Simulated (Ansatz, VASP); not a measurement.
**Ti3AlB3: VASP beside Ansatz**

```
Ti Al B
1.0
     4.88376    0.00000    0.00000
    -2.44188    4.22946    0.00000
     0.00000    0.00000    4.44253
Ti Al B
3 1 3
Direct
  0.50000 0.00000 0.50000
  0.00000 0.50000 0.50000
  0.50000 0.50000 0.50000
  0.00000 0.00000 0.00000
  0.50000 0.00000 0.00000
  0.00000 0.50000 0.00000
  0.50000 0.50000 0.00000
```

Alike in both runs: functional PBE; k mesh 5 × 5 × 3; occupations gaussian, width 0.2 eV; no spin polarisation.

Ansatz relaxed the structure, and its values are those at the end. VASP's run is a single point on that final structure, the one shown.

|  | VASP | Ansatz |
| --- | --- | --- |
| version | VASP 6.6.1 | Ansatz 0.2.0 |
| potentials or method | VASP PAW PBE potentials, release 64 (Ti_sv, Al, B), cutoff 500 eV | scalar-relativistic, plane waves, PAW |
| valence electrons in the cell | 48 | 48 |

Ansatz gave:

```
gap on the k mesh at the Fermi level (eV) : none
pressure (GPa)                            : 0.4
```

What did VASP give for the same quantities?

gap on the k mesh at the Fermi level (eV): none; pressure (GPa): 0.3.

A gap of «none» marks a metal or a gap that the smearing closes.

The k mesh is coarse, so the values compare programs but aren't converged.
